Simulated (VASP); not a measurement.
## W12C13: single point with PBE

The system is W12C13, a slab with vacuum.

```
CELL_PARAMETERS angstrom
5.69296 0.00000 0.00000
-2.84648 4.93025 0.00000
0.00000 0.00000 18.98855
ATOMIC_POSITIONS crystal
W 0.00000 0.00000 0.05266
W 0.00087 0.99913 0.20378
W 0.00496 0.99503 0.36157
W 0.00000 0.50000 0.05266
W 0.00022 0.49820 0.20351
W 0.00467 0.49539 0.35921
W 0.50000 0.00000 0.05266
W 0.50180 0.99978 0.20351
W 0.50460 0.99532 0.35921
W 0.50000 0.50000 0.05266
W 0.50063 0.49936 0.20148
W 0.50222 0.49777 0.34661
C 0.33333 0.16667 0.12627
C 0.33163 0.16162 0.27605
C 0.36056 0.19775 0.42781
C 0.33333 0.66667 0.12627
C 0.33414 0.66585 0.27578
C 0.34695 0.65303 0.42113
C 0.83333 0.16667 0.12627
C 0.83626 0.16373 0.27919
C 0.83764 0.16234 0.42025
C 0.83333 0.66667 0.12627
C 0.83837 0.66836 0.27605
C 0.80223 0.63942 0.42781
C 0.54100 0.45899 0.45426
```

```json
{
  "Program": "VASP 6.6.1",
  "Task": "single point",
  "Functional": "PBE",
  "Potentials or basis": "VASP PAW PBE potentials, release 64 (W_sv, C)",
  "Cutoff": "520 eV",
  "k mesh": "3 × 3 × 1",
  "Occupations": "gaussian, width 0.15 eV",
  "Spin": "no spin polarisation"
}
```

| Property | Result |
| --- | --- |
| Largest force | 1.729 eV/Å |
| Band gap on the k mesh | zero (band 110 reaches 3.01 eV, above the bottom of band 111 at 2.08 eV) |

Forces in eV/Å, atoms in the order of the input:
```
W    0.022 -0.013  0.424
W    0.002 -0.001 -0.017
W    0.054 -0.031 -0.027
W   -0.006 -0.036  0.410
W    0.021 -0.012  0.028
W    0.115  0.026  0.145
W    0.028  0.023  0.410
W    0.021 -0.012  0.028
W    0.035 -0.112  0.145
W    0.019 -0.011  0.181
W    0.020 -0.012 -0.070
W    0.159 -0.091 -0.318
C    0.039 -0.191 -0.455
C    0.036 -0.074 -0.075
C    0.064  0.007 -0.111
C   -0.089  0.051 -0.443
C    0.048 -0.028 -0.037
C    0.586 -0.338  0.469
C    0.014 -0.008 -0.413
C    0.008 -0.005  0.096
C   -0.002  0.001  0.097
C    0.185  0.061 -0.455
C    0.082  0.006 -0.075
C    0.028 -0.058 -0.112
C   -1.490  0.860  0.174
```

Levels at points of the mesh, in eV from the Fermi level:
```tsv
k point	band 106	band 107	band 108	band 109	band 110	band 111	band 112	band 113	band 114	band 115
(0.00, 0.00, 0.00)	-0.05	0.06	0.16	0.56	0.70	0.73	0.76	1.11	1.21	1.46
```

It took 25 min on 1 thread of AMD EPYC 7R13 Processor (Zen 3), with other jobs on the host, peak memory 0.62 GiB.

Caveat: the k points lie up to 0.42 Å⁻¹ apart; spin-orbit coupling is left out, which moves the levels of the heavy elements.
